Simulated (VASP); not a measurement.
# Zn (Fm-3m) in VASP: notebook

Runs on Zn. Level: LDA. Tasks: single point, relaxation of cell and atoms.

Everything below comes from runs of VASP 6.6.1. Logs are shortened: lines on timing, memory, paths and dates and some standing lists are left out, and cuts for length are marked.

### 1 The cell of the first run

It takes space group Fm-3m (No. 225, cubic). The conventional cell has a = 3.931 Å, b = 3.931 Å, c = 3.931 Å, α = 90.00°, β = 90.00°, γ = 90.00°. Within 3.7 Å of Zn (site symmetry m-3m) lie 12 Zn at 2.78 Å.

### 2 Single point, LDA

File INCAR:

```
SYSTEM = Zn
  PREC = Accurate
  ENCUT = 520
  EDIFF = 1E-6
  ISMEAR = -1
  SIGMA = 0.1
  LREAL = .False.
  LASPH = .True.
  NELM = 100
  ALGO = Normal
  ISIF = 2
  LWAVE = .False.
  LCHARG = .True.
  LELF = .True.
  LVHAR = .True.
  NBANDS = 12
```

File KPOINTS:

```
regular mesh
0
Gamma
  16 16 16
  0 0 0
```

File POSCAR:

```
Zn
1.0
    0.0000000000      1.9656193869      1.9656193869
    1.9656193869      0.0000000000      1.9656193869
    1.9656193869      1.9656193869      0.0000000000
Zn
1
Direct
    0.0000000000      0.0000000000      0.0000000000
```

Potentials or basis: VASP PAW LDA potentials, release 64 (Zn).

Started as:

```bash
> cat potpaw_LDA.64/Zn/POTCAR > POTCAR
> mpirun -np 1 vasp_std > vasp.out
```

OUTCAR:

```text
SYSTEM = Zn
   PREC = Accurate
   ENCUT = 520
   EDIFF = 1E-6
   ISMEAR = -1
   LREAL = .False.
   LASPH = .True.
   NELM = 100
   ISIF = 2

 ion  position               nearest neighbor table
   1  0.000  0.000  0.000-

  LATTYP: Found a face centered cubic cell.
 ALAT       =     3.9312387738

  Lattice vectors:

 A1 = (   0.0000000000,   1.9656193869,   1.9656193869)
 A2 = (   1.9656193869,   0.0000000000,   1.9656193869)
 A3 = (   1.9656193869,   1.9656193869,   0.0000000000)

Analysis of symmetry for initial positions (statically):
=====================================================================
 Subroutine PRICEL returns:
 Original cell was already a primitive cell.

 Routine SETGRP: Setting up the symmetry group for a
 face centered cubic supercell.

 Subroutine GETGRP returns: Found 48 space group operations
 (whereof 48 operations were pure point group operations)
 out of a pool of 48 trial point group operations.

The static configuration has the point symmetry O_h .

Analysis of symmetry for dynamics (positions and initial velocities):
=====================================================================
 Subroutine PRICEL returns:
 Original cell was already a primitive cell.

 Routine SETGRP: Setting up the symmetry group for a
 face centered cubic supercell.

 Subroutine GETGRP returns: Found 48 space group operations
 (whereof 48 operations were pure point group operations)
 out of a pool of 48 trial point group operations.

The dynamic configuration has the point symmetry O_h .

 Subroutine INISYM returns: Found 48 space group operations
 (whereof 48 operations are pure point group operations),
 and found     1 'primitive' translations

----------------------------------------------------------------------------------------

                                     Primitive cell

  volume of cell :      15.1890

  direct lattice vectors                    reciprocal lattice vectors
     0.000000000  1.965619387  1.965619387    -0.254372745  0.254372745  0.254372745
     1.965619387  0.000000000  1.965619387     0.254372745 -0.254372745  0.254372745
     1.965619387  1.965619387  0.000000000     0.254372745  0.254372745 -0.254372745

  length of vectors
     2.779805595  2.779805595  2.779805595     0.440586519  0.440586519  0.440586519

  position of ions in fractional coordinates (direct lattice)
     0.000000000  0.000000000  0.000000000

  ion indices of the primitive-cell ions
   primitive index   ion index
                 1           1

----------------------------------------------------------------------------------------

 KPOINTS: regular mesh

Automatic generation of k-mesh.
 Grid dimensions read from file:
 generate k-points for:   16   16   16

 Generating k-lattice:

  Cartesian coordinates                     Fractional coordinates (reciprocal lattice)
    -0.015898297  0.015898297  0.015898297     0.062500000  0.000000000  0.000000000
     0.015898297 -0.015898297  0.015898297     0.000000000  0.062500000  0.000000000
     0.015898297  0.015898297 -0.015898297     0.000000000  0.000000000  0.062500000

  Length of vectors
     0.027536657  0.027536657  0.027536657

  Shift w.r.t. Gamma in fractional coordinates (k-lattice)
     0.000000000  0.000000000  0.000000000

 Subroutine IBZKPT returns following result:
 ===========================================

 Found    145 irreducible k-points:

 Following reciprocal coordinates:
            Coordinates               Weight
  0.000000  0.000000  0.000000      1.000000
  0.062500  0.000000  0.000000      8.000000
  0.125000  0.000000  0.000000      8.000000
  0.187500  0.000000  0.000000      8.000000
  0.250000  0.000000  0.000000      8.000000
  0.312500  0.000000  0.000000      8.000000
[... 16 lines left out ...]
 -0.125000  0.062500  0.000000     24.000000
 -0.062500  0.062500  0.000000     12.000000
 [... further k-points ...]
   k-points           NKPTS =    145   k-points in BZ     NKDIM =    145   number of bands    NBANDS=     12
   number of dos      NEDOS =    301   number of ions     NIONS =      1
   total plane-waves  NPLWV =  13824
   dimension x,y,z NGX =    24 NGY =   24 NGZ =   24
   dimension x,y,z NGXF=    48 NGYF=   48 NGZF=   48
   ions per type =               1
   NGX,Y,Z   is equivalent  to a cutoff of  14.35, 14.35, 14.35 a.u.
   NGXF,Y,Z  is equivalent  to a cutoff of  28.71, 28.71, 28.71 a.u.
 SYSTEM =  Zn
   PREC   = accura    normal or accurate (medium, high low for compatibility)
   ISTART =      0    job   : 0-new  1-cont  2-samecut
   ICHARG =      2    charge: 1-file 2-atom 10-const
   ISPIN  =      1    spin polarized calculation?
   LNONCOLLINEAR =      F non collinear calculations
   LSORBIT =      F    spin-orbit coupling
   LASPH  =      T    aspherical Exc in radial PAW
   ENCUT  =  520.0 eV  38.22 Ry    6.18 a.u.   5.17  5.17  5.17*2*pi/ulx,y,z
   NELM   =    100;   NELMIN=  2; NELMDL= -5     # of ELM steps
   EDIFF  = 0.1E-05   stopping-criterion for ELM
   LREAL  =      F    real-space projection
   EDIFFG = 0.1E-04   stopping-criterion for IOM
   NSW    =      0    number of steps for IOM
   IBRION =     -1    ionic relax: 0-MD 1-quasi-New 2-CG
   NFREE  =      0    steps in history (QN), initial steepest desc. (CG)
   ISIF   =      2    stress and relaxation
   ISYM   =      2    0-nonsym 1-usesym 2-fastsym
   POTIM  = 0.5000    time-step for ionic-motion
   TEBEG  =    0.0;   TEEND  =   0.0 temperature during run
   PSTRESS=    0.0 pullay stress
   NELECT =      12.0000    total number of electrons
   NUPDOWN=      -1.0000    fix difference up-down
   EMIN   =  10.00;   EMAX   =-10.00  energy-range for DOS
   EFERMI =   0.00;   METHOD = LEGACY
   ISMEAR =    -1;   SIGMA  =   0.10  broadening in eV -4-tet -1-fermi 0-gaus
   EFERMI_NEDOS =   21; number of points for ismear=-14 and -15
   IALGO  =     38    algorithm
   IMIX   =      4    mixing-type and parameters
     AMIX     =   0.40;   BMIX     =  1.00
     AMIX_MAG =   1.60;   BMIX_MAG =  1.00
  volume/ion in A,a.u.               =      15.19       102.50
  Fermi-wavevector in a.u.,A,eV,Ry     =   1.513419  2.859947 31.163284  2.290437
  Thomas-Fermi vector in A             =   2.623212
   LORBIT       =      0    0 simple, 1 ext, 2 COOP (PROOUT), +10 PAW based schemes
   GGA     = CA    functional components
   LHFCALC =     F    Hartree Fock is set to
   AEXX    =    0.0000 exact exchange contribution
   IVDW    =     0    specifies the selected vdW correction
   LEPSILON=     F    determine dielectric tensor
   LRPA    =     F    only Hartree local field effects (RPA)
 non-spin polarized calculation
  energy-cutoff  :      520.00
  volume of cell :       15.19
 maximum number of plane-waves:       423
 NGX is ok and might be reduce to    24

 number of electron      12.0000008 magnetization

 Free energy of the ion-electron system (eV)
  ---------------------------------------------------
  ext. energy  EPLUGINS =         0.00000000
  ---------------------------------------------------
  free energy    TOTEN  =        -1.80493915 eV

  energy without entropy =       -1.79182202  energy(sigma->0) =       -1.79838058

 E-fermi :   2.8333     XC(G=0): -11.9043

 val. band max:        2.8321006862   @ k =  -0.3750   0.1875   0.0625
 cond. band min:       2.8490191702   @ k =   0.4375   0.0000   0.0000
 fundamental gap:      0.0169184841
 Fermi energy:         2.8332538626

 k-point     1 :       0.0000    0.0000    0.0000
  band No.  band energies     occupation
      1      -7.5058      2.00000
      2      -4.8528      2.00000
      3      -4.8528      2.00000
      4      -4.8528      2.00000
      5      -4.4714      2.00000
      6      -4.4714      2.00000
      7      20.9328      0.00000
      8      20.9328      0.00000
      9      20.9328      0.00000
     10      21.8700      0.00000
     11      23.8888      0.00000
     12      23.8888      0.00000

 k-point     2 :       0.0625    0.0000    0.0000
  band No.  band energies     occupation
      1      -7.3881      2.00000
      2      -4.8624      2.00000
      3      -4.8393      2.00000
      4      -4.8393      2.00000
      5      -4.4753      2.00000
      6      -4.4753      2.00000
      7      18.9620      0.00000
      8      20.5710      0.00000
      9      20.5710      0.00000
     10      21.5998      0.00000
     11      24.4467      0.00000
     12      24.4467      0.00000

 k-point     3 :       0.1250    0.0000    0.0000
  band No.  band energies     occupation
      1      -7.0421      2.00000
      2      -4.8814      2.00000
      3      -4.8059      2.00000
      4      -4.8059      2.00000
      5      -4.4807      2.00000
      6      -4.4807      2.00000
      7      15.9318      0.00000
      8      19.8911      0.00000
      9      19.8911      0.00000
     10      21.4694      0.00000
     11      25.6963      0.00000
     12      25.6963      0.00000
[... 286 lines left out ...]
 k-point    23 :      -0.1250    0.0625    0.0000
  band No.  band energies     occupation
      1      -6.7804      2.00000
      2      -4.9090      2.00000
      3      -4.7820      2.00000
      4      -4.7704      2.00000
      5      -4.5181      2.00000
      6      -4.4388      2.00000
      7      15.0085      0.00000
      8      17.2628      0.00000
      9      21.0856      0.00000
     10      22.0800      0.00000
     11      24.8550      0.00000
     12      25.3917      0.00000

 k-point    24 :      -0.0625    0.0625    0.0000
  band No.  band energies     occupation
      1      -7.1940      2.00000
      2      -4.8830      2.00000
      3      -4.8208      2.00000
      4      -4.8095      2.00000
      5      -4.4974      2.00000
      6      -4.4623      2.00000
      7      17.9701      0.00000
      8      18.0962      0.00000
      9      21.2285      0.00000
     10      21.8685      0.00000
     11      24.1165      0.00000
     12      25.5269      0.00000

 [... further k-points ...]

------------------------ aborting loop because EDIFF is reached ----------------------------------------

  FORCE on cell =-STRESS in cart. coord.  units (eV):
  Direction    XX          YY          ZZ          XY          YZ          ZX
  --------------------------------------------------------------------------------------
  -------------------------------------------------------------------------------------
  Total       -0.7591659     -0.7591659     -0.7591659     -0.0000000     -0.0000000      0.0000000
  in kB      -80.0790657    -80.0790657    -80.0790657     -0.0000000     -0.0000000      0.0000000
  external PRESSURE =     -80.0790657 kB  Pullay stress =       0.0000000 kB

 VOLUME and BASIS-vectors are now :
 -----------------------------------------------------------------------------
  energy-cutoff  :      520.00
  volume of cell :       15.19
      direct lattice vectors                 reciprocal lattice vectors
     0.000000000  1.965619387  1.965619387    -0.254372745  0.254372745  0.254372745
     1.965619387  0.000000000  1.965619387     0.254372745 -0.254372745  0.254372745
     1.965619387  1.965619387  0.000000000     0.254372745  0.254372745 -0.254372745

 POSITION                                       TOTAL-FORCE (eV/Angst)
 -----------------------------------------------------------------------------------
      0.00000      0.00000      0.00000         0.000000     -0.000000      0.000000
 -----------------------------------------------------------------------------------
    total drift:                               -0.000000      0.000000     -0.000000

  FREE ENERGIE OF THE ION-ELECTRON SYSTEM (eV)
  ---------------------------------------------------
  free  energy   TOTEN  =        -1.8049391471 eV

  energy  without entropy=       -1.7918220213  energy(sigma->0) =       -1.79838058
```

Run time: 38 s. Hardware: 1 thread of Intel Xeon 8259CL, shared host; peak memory 0.14 GiB.

What came out:

* Free energy: -1.8049 eV
* Pressure: -8.0 GPa
* Band gap on the k mesh: zero (band 6 reaches 5.09 eV, above the bottom of band 7 at 1.40 eV)

Levels at points of the mesh, in eV from the Fermi level:
```csv
k point,band 2,band 3,band 4,band 5,band 6,band 7,band 8,band 9,band 10,band 11
"(0.00, 0.00, 0.00)",-7.69,-7.69,-7.69,-7.30,-7.30,18.10,18.10,18.10,19.04,21.06
"(0.50, 0.00, 0.00)",-7.69,-7.69,-7.02,-7.02,-2.86,-1.43,15.08,15.08,17.58,18.99
"(0.50, 0.50, 0.00)",-8.29,-7.03,-6.95,-6.95,-0.98,1.68,8.36,8.36,12.18,13.25
```

### 3 Relaxation of cell and atoms, LDA

File INCAR:

```
SYSTEM = Zn
  PREC = Accurate
  ENCUT = 600
  EDIFF = 1E-6
  ISMEAR = -1
  SIGMA = 0.1
  LREAL = .False.
  LASPH = .True.
  NELM = 100
  ALGO = Normal
  ISIF = 3
  LWAVE = .False.
  LCHARG = .False.
  IBRION = 2
  NSW = 80
  EDIFFG = -0.01
```

File KPOINTS:

```
Automatic mesh
0
Gamma
  14 14 14
  0 0 0
```

File POSCAR:

```
Zn
1.0
    0.0000000000      1.9665497572      1.9665497572
    1.9665497572      0.0000000000      1.9665497572
    1.9665497572      1.9665497572      0.0000000000
Zn
1
Direct
    0.0000000000      0.0000000000      0.0000000000
```

Potentials or basis: VASP PAW LDA potentials, release 64 (Zn).

Started as:

```bash
> cat potpaw_LDA.64/Zn/POTCAR > POTCAR
> mpirun -np 1 vasp_std > vasp.out
```

Wall time 63 s (1 thread of Intel Xeon 8259CL, shared host); peak memory 0.15 GiB.

Results (log left out):

* Free energy: -1.8579 eV
* Relaxed volume: 13.66 Å³/atom
* Relaxed cell: a = 2.683 Å, b = 2.683 Å, c = 2.683 Å, α = 60.00°, β = 60.00°, γ = 60.00°
* Space group after relaxing (to 0.05 Å): Fm-3m (No. 225)
* Energy gained by relaxing: 44.4 meV/atom
* Ionic steps: 4
* Pressure after relaxing: 0.0 GPa
* Band gap on the k mesh: zero (band 6 reaches 5.16 eV, above the bottom of band 7 at 2.40 eV)

The path:
| step | energy change (eV) | largest force (eV/Å) | pressure (GPa) | volume (Å³) |
| --- | --- | --- | --- | --- |
| 1 | 0.0000 | 0.0000 | -8.09 | 15.21 |
| 2 | -0.0443 | 0.0000 | 0.28 | 13.58 |
| 3 | -0.0444 | 0.0000 | 0.21 | 13.62 |
| 4 | -0.0444 | 0.0000 | -0.05 | 13.66 |

Final structure:
```cif
data_structure
_symmetry_space_group_name_H-M 'P 1'
_symmetry_Int_Tables_number 1
_cell_length_a 2.6829
_cell_length_b 2.6829
_cell_length_c 2.6829
_cell_angle_alpha 60.000
_cell_angle_beta 60.000
_cell_angle_gamma 60.000
_cell_volume 13.66
loop_
_atom_site_label
_atom_site_type_symbol
_atom_site_fract_x
_atom_site_fract_y
_atom_site_fract_z
_atom_site_occupancy
Zn1 Zn 0.00000 0.00000 0.00000 1
```

Levels at points of the mesh, in eV from the Fermi level:
```tsv
k point	band 4	band 5	band 6	band 7	band 8	band 9
(0.00, 0.00, 0.00)	-7.97	-7.51	-7.51	19.65	19.65	19.65
(0.50, 0.00, 0.00)	-7.16	-7.16	-3.32	-1.23	16.39	16.39
(0.50, 0.50, 0.00)	-7.08	-7.08	-1.25	2.12	8.92	8.92
```

### 4 Single point, LDA, non-collinear spin, zero start, spin-orbit coupling

This run uses another cell than the first one, of 13.56 Å³/atom, 0.893 times its volume.

File INCAR:

```
  ALGO = Normal
  EDIFF = 1E-7
  ENCUT = 520
  GGA = CA
  GGA_COMPAT = F
  ISIF = 2
  ISMEAR = -1
  LASPH = T
  LCHARG = F
  LNONCOLLINEAR = T
  LORBIT = 11
  LORBMOM = T
  LREAL = F
  LSORBIT = T
  LWAVE = F
  MAGMOM = 0 0 0
  NBANDS = 23
  NELM = 150
  PREC = Accurate
  SIGMA = 0.1
```

File KPOINTS:

```
k-points
0
Gamma
  14 14 14
```

File POSCAR:

```
Zn
1.0
    0.0000000000      1.8927507171      1.8927507171
    1.8927507171      0.0000000000      1.8927507171
    1.8927507171      1.8927507171      0.0000000000
Zn
1
Direct
    0.0000000000      0.0000000000      0.0000000000
```

Started as:

```bash
> cat potpaw_LDA.64/Zn/POTCAR > POTCAR
> mpirun -np 1 vasp_ncl > vasp.out
```

Wall time 2.1 min (1 thread of Intel Xeon 8259CL, shared host); peak memory 0.17 GiB.

It converged, with:

| Quantity | Value |
| --- | --- |
| Free energy | -1.8618 eV |
| Pressure | 0.7 GPa |
| Net moment | 0.00 μB per cell |
| Valence electrons inside the program's atomic spheres | Zn 10.87 |

Moments on the atoms (μB; x, y, z):
```
Zn  0.00 0.00 0.00
```

### 5 Summary

```csv
task,spin,cell,k mesh,cutoff (eV),gap on the mesh (eV),pressure (GPa)
single point,off,"a = 2.780 Å, angles 60.0°, 1 atom",16 × 16 × 16,520,none,-8.0
relaxation of cell and atoms,off,"relaxed from a = 2.781 Å, angles 60.0°, 1 atom",14 × 14 × 14,600,none,0.0
single point,"non-collinear, zero start, SOC","a = 2.677 Å, angles 60.0°, 1 atom",14 × 14 × 14,520,-,0.7
```

Alike in all rows: level LDA; potentials or basis VASP PAW LDA potentials, release 64 (Zn); smearing fermi-dirac 0.1 eV.

Total energies depend on the potentials used, so only differences within one code and one set of settings carry meaning.
